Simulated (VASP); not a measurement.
# Mg (C2/m) in VASP: a series of runs

The runs below take Mg through single point, with LDA.

All numbers are computed with VASP 6.6.1; they aren't measurements. Logs are shortened: lines on timing, memory, paths and dates and some standing lists are left out, and cuts for length are marked.

## 1. The cell of the first run

It takes space group C2/m (No. 12, monoclinic). The conventional cell has a = 4.952 Å, b = 3.672 Å, c = 3.359 Å, α = 90.00°, β = 132.14°, γ = 90.00°. Within 4.1 Å of Mg (site symmetry 2/m) lie 14 Mg at 3.08 to 3.67 Å.

## 2. Single point, LDA (strain -0.0100 x Voigt [0, 0, 0, 1, 0, 0])

Contents of INCAR:

```
SYSTEM = Mg
PREC = Accurate ; ENCUT = 520
EDIFF = 1E-6 ; ISMEAR = 0
SIGMA = 0.15 ; LREAL = .False.
LASPH = .True. ; NELM = 60
ALGO = Fast ; ISIF = 2
LWAVE = .False. ; LCHARG = .False.
GGA = CA ; NBANDS = 7
```

Contents of KPOINTS:

```
Automatic mesh
0
Gamma
  20 20 20
  0 0 0
```

Contents of POSCAR:

```
Mg
1.0
   -1.8359916300      1.8275946099      1.6702240618
    1.8359916300     -1.8443886501      1.6885839782
    1.8359916300      1.8443886501     -1.6885839782
Mg
1
Direct
    0.0000000000      0.0000000000      0.0000000000
```

Potentials or basis: VASP PAW LDA potentials, release 64 (Mg).

Run with:

```
$ cat potpaw_LDA.64/Mg/POTCAR > POTCAR
$ mpirun -np 1 vasp_std > vasp.out
```

OUTCAR:

```text
SYSTEM = Mg
   PREC = Accurate
   ENCUT = 520
   EDIFF = 1E-6
   ISMEAR = 0
   LREAL = .False.
   LASPH = .True.
   NELM = 60
   ISIF = 2
   GGA = CA

 ion  position               nearest neighbor table
   1  0.000  0.000  0.000-

  LATTYP: Found a base centered monoclinic cell.
 ALAT       =     4.9516665779
 B/A-ratio  =     0.7415651281
 C/A-ratio  =     0.6783271797
 COS(beta)  =    -0.6709116211

  Lattice vectors:

 A1 = (  -1.8359916300,  -1.8275946099,  -1.6702240618)
 A2 = (   1.8359916300,  -1.8275946099,  -1.6702240618)
 A3 = (   0.0000000000,  -0.0167940402,   3.3588080400)

Analysis of symmetry for initial positions (statically):
=====================================================================
 Subroutine PRICEL returns:
 Original cell was already a primitive cell.

 Routine SETGRP: Setting up the symmetry group for a
 base centered monoclinic supercell.

 Subroutine GETGRP returns: Found  4 space group operations
 (whereof  4 operations were pure point group operations)
 out of a pool of  4 trial point group operations.

The static configuration has the point symmetry C_2h.

Analysis of symmetry for dynamics (positions and initial velocities):
=====================================================================
 Subroutine PRICEL returns:
 Original cell was already a primitive cell.

 Routine SETGRP: Setting up the symmetry group for a
 base centered monoclinic supercell.

 Subroutine GETGRP returns: Found  4 space group operations
 (whereof  4 operations were pure point group operations)
 out of a pool of  4 trial point group operations.

The dynamic configuration has the point symmetry C_2h.

 Subroutine INISYM returns: Found  4 space group operations
 (whereof  4 operations are pure point group operations),
 and found     1 'primitive' translations

----------------------------------------------------------------------------------------

                                     Primitive cell

  volume of cell :      22.6436

  direct lattice vectors                    reciprocal lattice vectors
    -1.835991630  1.827594610  1.670224062     0.000000000  0.273827865  0.299093805
     1.835991630 -1.844388650  1.688583978     0.272332396  0.001488661  0.297732109
     1.835991630  1.844388650 -1.688583978     0.272332396  0.272339205  0.001361696

  length of vectors
     3.082306886  3.102249282  3.102249282     0.405510547  0.403499143  0.385143390

  position of ions in fractional coordinates (direct lattice)
     0.000000000  0.000000000  0.000000000

  ion indices of the primitive-cell ions
   primitive index   ion index
                 1           1

----------------------------------------------------------------------------------------

 KPOINTS: Automatic mesh

Automatic generation of k-mesh.
 Grid dimensions read from file:
 generate k-points for:   20   20   20

 Generating k-lattice:

  Cartesian coordinates                     Fractional coordinates (reciprocal lattice)
     0.000000000  0.013691393  0.014954690     0.050000000  0.000000000  0.000000000
     0.013616620  0.000074433  0.014886605    -0.000000000  0.050000000  0.000000000
     0.013616620  0.013616960  0.000068085     0.000000000 -0.000000000  0.050000000

  Length of vectors
     0.020275527  0.020174957  0.019257169

  Shift w.r.t. Gamma in fractional coordinates (k-lattice)
     0.000000000  0.000000000  0.000000000

 Subroutine IBZKPT returns following result:
 ===========================================

 Found   2112 irreducible k-points:

 Following reciprocal coordinates:
            Coordinates               Weight
  0.000000  0.000000  0.000000      1.000000
  0.050000  0.000000  0.000000      2.000000
  0.100000  0.000000 -0.000000      2.000000
  0.150000  0.000000  0.000000      2.000000
  0.200000  0.000000 -0.000000      2.000000
  0.250000  0.000000  0.000000      2.000000
[... 16 lines left out ...]
 -0.450000  0.050000 -0.000000      4.000000
 -0.400000  0.050000 -0.000000      4.000000
 [... further k-points ...]
   k-points           NKPTS =   2112   k-points in BZ     NKDIM =   2112   number of bands    NBANDS=      7
   number of dos      NEDOS =    301   number of ions     NIONS =      1
   total plane-waves  NPLWV =  13824
   dimension x,y,z NGX =    24 NGY =   24 NGZ =   24
   dimension x,y,z NGXF=    48 NGYF=   48 NGZF=   48
   ions per type =               1
   NGX,Y,Z   is equivalent  to a cutoff of  12.94, 12.86, 12.86 a.u.
   NGXF,Y,Z  is equivalent  to a cutoff of  25.89, 25.72, 25.72 a.u.
 SYSTEM =  Mg
   PREC   = accura    normal or accurate (medium, high low for compatibility)
   ISTART =      0    job   : 0-new  1-cont  2-samecut
   ICHARG =      2    charge: 1-file 2-atom 10-const
   ISPIN  =      1    spin polarized calculation?
   LNONCOLLINEAR =      F non collinear calculations
   LSORBIT =      F    spin-orbit coupling
   LASPH  =      T    aspherical Exc in radial PAW
   ENCUT  =  520.0 eV  38.22 Ry    6.18 a.u.   5.73  5.77  5.77*2*pi/ulx,y,z
   NELM   =     60;   NELMIN=  2; NELMDL= -5     # of ELM steps
   EDIFF  = 0.1E-05   stopping-criterion for ELM
   LREAL  =      F    real-space projection
   EDIFFG = 0.1E-04   stopping-criterion for IOM
   NSW    =      0    number of steps for IOM
   IBRION =     -1    ionic relax: 0-MD 1-quasi-New 2-CG
   NFREE  =      0    steps in history (QN), initial steepest desc. (CG)
   ISIF   =      2    stress and relaxation
   ISYM   =      2    0-nonsym 1-usesym 2-fastsym
   POTIM  = 0.5000    time-step for ionic-motion
   TEBEG  =    0.0;   TEEND  =   0.0 temperature during run
   PSTRESS=    0.0 pullay stress
   NELECT =       2.0000    total number of electrons
   NUPDOWN=      -1.0000    fix difference up-down
   EMIN   =  10.00;   EMAX   =-10.00  energy-range for DOS
   EFERMI =   0.00;   METHOD = LEGACY
   ISMEAR =     0;   SIGMA  =   0.15  broadening in eV -4-tet -1-fermi 0-gaus
   EFERMI_NEDOS =   21; number of points for ismear=-14 and -15
   IALGO  =     68    algorithm
   IMIX   =      4    mixing-type and parameters
     AMIX     =   0.40;   BMIX     =  1.00
     AMIX_MAG =   1.60;   BMIX_MAG =  1.00
  volume/ion in A,a.u.               =      22.64       152.81
  Fermi-wavevector in a.u.,A,eV,Ry     =   0.729071  1.377744  7.232095  0.531544
  Thomas-Fermi vector in A             =   1.820701
   LORBIT       =      0    0 simple, 1 ext, 2 COOP (PROOUT), +10 PAW based schemes
   GGA     = CA    functional components
   LHFCALC =     F    Hartree Fock is set to
   AEXX    =    0.0000 exact exchange contribution
   IVDW    =     0    specifies the selected vdW correction
   LEPSILON=     F    determine dielectric tensor
   LRPA    =     F    only Hartree local field effects (RPA)
 non-spin polarized calculation
 RMM-DIIS sequential band-by-band and
 Gauss-broadening in eV      SIGMA  =   0.15
  energy-cutoff  :      520.00
  volume of cell :       22.64
 maximum number of plane-waves:       624
   NGX = 11   NGY = 11   NGZ = 11

 number of electron       2.0000000 magnetization

 Free energy of the ion-electron system (eV)
  ---------------------------------------------------
  ext. energy  EPLUGINS =         0.00000000
  ---------------------------------------------------
  free energy    TOTEN  =        -1.77634939 eV

  energy without entropy =       -1.77210641  energy(sigma->0) =       -1.77422790

 E-fermi :   2.5670     XC(G=0):  -8.7266

 val. band max:        2.5602008498   @ k =   0.3500  -0.4500   0.4500
 cond. band min:       2.5684541104   @ k =  -0.3000  -0.4000   0.1500
 fundamental gap:      0.0082532606
 Fermi energy:         2.5669681538

 k-point     1 :       0.0000    0.0000    0.0000
  band No.  band energies     occupation
      1      -4.4351      2.00000
      2      14.4470      0.00000
      3      16.2490      0.00000
      4      16.2779      0.00000
      5      16.7047      0.00000
      6      16.7473      0.00000
      7      16.7494      0.00000

 k-point     2 :       0.0500    0.0000    0.0000
  band No.  band energies     occupation
      1      -4.3732      2.00000
      2      14.1397      0.00000
      3      15.5912      0.00000
      4      15.8716      0.00000
      5      15.9198      0.00000
      6      17.1808      0.00000
      7      17.3290      0.00000

 k-point     3 :       0.1000    0.0000   -0.0000
  band No.  band energies     occupation
      1      -4.1875      2.00000
      2      13.5343      0.00000
      3      13.9870      0.00000
      4      15.0904      0.00000
      5      15.2102      0.00000
      6      17.0841      0.00000
      7      17.8806      0.00000

 k-point     4 :       0.1500    0.0000    0.0000
  band No.  band energies     occupation
      1      -3.8789      2.00000
      2      12.2074      0.00000
      3      12.9070      0.00000
      4      14.2736      0.00000
      5      14.5388      0.00000
      6      16.4019      0.00000
      7      18.2811      0.00000

 k-point     5 :       0.2000    0.0000   -0.0000
  band No.  band energies     occupation
      1      -3.4486      2.00000
      2      10.4426      0.00000
      3      12.3364      0.00000
      4      13.5222      0.00000
      5      13.9340      0.00000
      6      15.7762      0.00000
      7      18.6056      0.00000

 k-point     6 :       0.2500    0.0000    0.0000
  band No.  band energies     occupation
      1      -2.8982      2.00000
      2       8.7429      0.00000
      3      11.8456      0.00000
      4      12.8680      0.00000
      5      13.4142      0.00000
      6      15.2083      0.00000
      7      18.9538      0.00000

 k-point     7 :       0.3000    0.0000    0.0000
  band No.  band energies     occupation
      1      -2.2300      2.00000
      2       7.1270      0.00000
      3      11.4424      0.00000
      4      12.3239      0.00000
      5      12.9876      0.00000
      6      14.7134      0.00000
      7      19.3726      0.00000

 k-point     8 :       0.3500    0.0000    0.0000
  band No.  band energies     occupation
      1      -1.4469      2.00000
      2       5.6042      0.00000
      3      11.1294      0.00000
      4      11.8958      0.00000
      5      12.6571      0.00000
      6      14.3085      0.00000
      7      19.8724      0.00000

 k-point     9 :       0.4000    0.0000   -0.0000
  band No.  band energies     occupation
      1      -0.5535      2.00000
      2       4.1815      0.00000
      3      10.9069      0.00000
      4      11.5873      0.00000
      5      12.4227      0.00000
      6      14.0080      0.00000
      7      20.4419      0.00000

 k-point    10 :       0.4500   -0.0000    0.0000
  band No.  band energies     occupation
      1       0.4369      2.00000
      2       2.8732      0.00388
      3      10.7741      0.00000
      4      11.4011      0.00000
      5      12.2831      0.00000
      6      13.8230      0.00000
      7      21.0228      0.00000

 k-point    11 :       0.5000    0.0000    0.0000
  band No.  band energies     occupation
      1       1.2768      2.00000
      2       1.9274      2.00000
      3      10.7299      0.00000
      4      11.3388      0.00000
      5      12.2367      0.00000
      6      13.7605      0.00000
      7      21.3461      0.00000
[... 51 lines left out ...]
 k-point    17 :       0.2500    0.0500    0.0000
  band No.  band energies     occupation
      1      -2.5070      2.00000
      2       7.8889      0.00000
      3      11.3812      0.00000
      4      12.0008      0.00000
      5      13.8641      0.00000
      6      15.0877      0.00000
      7      18.2732      0.00000

 k-point    18 :       0.3000    0.0500    0.0000
  band No.  band energies     occupation
      1      -1.7763      2.00000
      2       6.3246      0.00000
      3      10.8868      0.00000
      4      11.6567      0.00000
      5      13.4197      0.00000
      6      14.7394      0.00000
      7      18.7149      0.00000

 k-point    19 :       0.3500    0.0500    0.0000
  band No.  band energies     occupation
      1      -0.9329      2.00000
      2       4.8565      0.00000
      3      10.4925      0.00000
      4      11.4211      0.00000
      5      13.0669      0.00000
      6      14.4841      0.00000
      7      19.2589      0.00000

 k-point    20 :       0.4000    0.0500    0.0000
  band No.  band energies     occupation
      1       0.0159      2.00000
      2       3.4937      0.00000
      3      10.2035      0.00000
      4      11.2917      0.00000
      5      12.8095      0.00000
      6      14.3335      0.00000
      7      19.8921      0.00000

 k-point    21 :       0.4500    0.0500    0.0000
  band No.  band energies     occupation
      1       1.0261      2.00000
      2       2.2808      1.99302
      3      10.0219      0.00000
      4      11.2678      0.00000
      5      12.6510      0.00000
      6      14.2938      0.00000
      7      20.5803      0.00000

 k-point    22 :       0.5000    0.0500    0.0000
  band No.  band energies     occupation
      1       0.9411      2.00000
      2       2.3747      1.93014
      3       9.9485      0.00000
      4      11.3489      0.00000
      5      12.5946      0.00000
      6      14.3668      0.00000
      7      21.1995      0.00000

 k-point    23 :      -0.4500    0.0500   -0.0000
  band No.  band energies     occupation
      1      -0.0710      2.00000
      2       3.6073      0.00000
      3       9.9834      0.00000
      4      11.5345      0.00000
      5      12.6430      0.00000
      6      14.5512      0.00000
      7      21.3529      0.00000

 k-point    24 :      -0.4000    0.0500   -0.0000
  band No.  band energies     occupation
      1      -1.0112      2.00000
      2       4.9788      0.00000
      3      10.1263      0.00000
      4      11.8231      0.00000
      5      12.7989      0.00000
      6      14.8427      0.00000
      7      20.9889      0.00000

 [... further k-points ...]
[... 5 lines left out ...]
  --------------------------------------------------------------------------------------
  -------------------------------------------------------------------------------------
  Total       -0.2772913     -0.2787428     -0.2517949      0.0000000      0.0485173      0.0000000
  in kB      -19.6200930    -19.7228012    -17.8160673      0.0000000      3.4329028      0.0000000
  external PRESSURE =     -19.0529872 kB  Pullay stress =       0.0000000 kB

 VOLUME and BASIS-vectors are now :
 -----------------------------------------------------------------------------
  energy-cutoff  :      520.00
  volume of cell :       22.64
      direct lattice vectors                 reciprocal lattice vectors
    -1.835991630  1.827594610  1.670224062     0.000000000  0.273827865  0.299093805
     1.835991630 -1.844388650  1.688583978     0.272332396  0.001488661  0.297732109
     1.835991630  1.844388650 -1.688583978     0.272332396  0.272339205  0.001361696

 POSITION                                       TOTAL-FORCE (eV/Angst)
 -----------------------------------------------------------------------------------
      0.00000      0.00000      0.00000         0.000000     -0.000000      0.000000
 -----------------------------------------------------------------------------------
    total drift:                               -0.000000      0.000000     -0.000000

  FREE ENERGIE OF THE ION-ELECTRON SYSTEM (eV)
  ---------------------------------------------------
  free  energy   TOTEN  =        -1.7763493875 eV

  energy  without entropy=       -1.7721064146  energy(sigma->0) =       -1.77422790
```

Run time: 5.1 min. Hardware: 1 thread of Oxide Virtual Turin-like, shared host; peak memory 0.4 GiB.

Results:

* Free energy: -1.7763 eV
* Pressure: -1.9 GPa
* Band gap on the k mesh: zero (bands 1 and 2 overlap by 4.55 eV)

Caveat: the cell differs from its parent crystal (strain -0.0100 x Voigt [0, 0, 0, 1, 0, 0]).

(Continued in part 2 of 2.)
